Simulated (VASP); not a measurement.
## Mg: single point with PBE

The system is Mg.

```
Mg
1.0
    -1.79275    1.79275    1.90945
     1.79275   -1.79275    1.90945
     1.79275    1.79275   -1.90945
Mg
1
Direct
  0.00000 0.00000 0.00000
```

```json
{
 "Program": "VASP 6.6.1",
 "Task": "single point",
 "Functional": "PBE",
 "Potentials or basis": "VASP PAW PBE potentials, release 64 (Mg)",
 "Cutoff": "520 eV",
 "k mesh": "18 × 18 × 18",
 "Occupations": "gaussian, width 0.15 eV",
 "Spin": "no spin polarisation",
 "Dipole correction": "no",
 "Further INCAR settings": "ALGO = Normal; EDIFF = 1e-07; NBANDS = 7"
}
```

```json
{
  "Pressure": "-2.2 GPa",
  "Band gap on the k mesh": "zero (band 1 reaches 5.15 eV, above the bottom of band 2 at 1.25 eV)"
}
```

Stress tensor (GPa, compression positive):
```
-2.33  0.00  0.00
 0.00 -2.33  0.00
 0.00  0.00 -1.97
```

Levels at points of the mesh, in eV from the Fermi level:
| k point | band 1 | band 2 | band 3 | band 4 |
| --- | --- | --- | --- | --- |
| (0.00, 0.00, 0.00) | -6.67 | 12.22 | 12.22 | 13.38 |
| (0.50, 0.00, 0.00) | -1.47 | -1.07 | 8.75 | 9.17 |
| (0.50, 0.50, 0.00) | -1.22 | -0.65 | 7.73 | 8.21 |
| (0.50, 0.50, 0.50) | 2.77 | 3.54 | 4.13 | 4.13 |

Wall time 15 s on 1 thread of Intel(R) Xeon(R) 6975P-C (Granite Rapids), with other jobs on the host, peak memory 0.2 GiB.
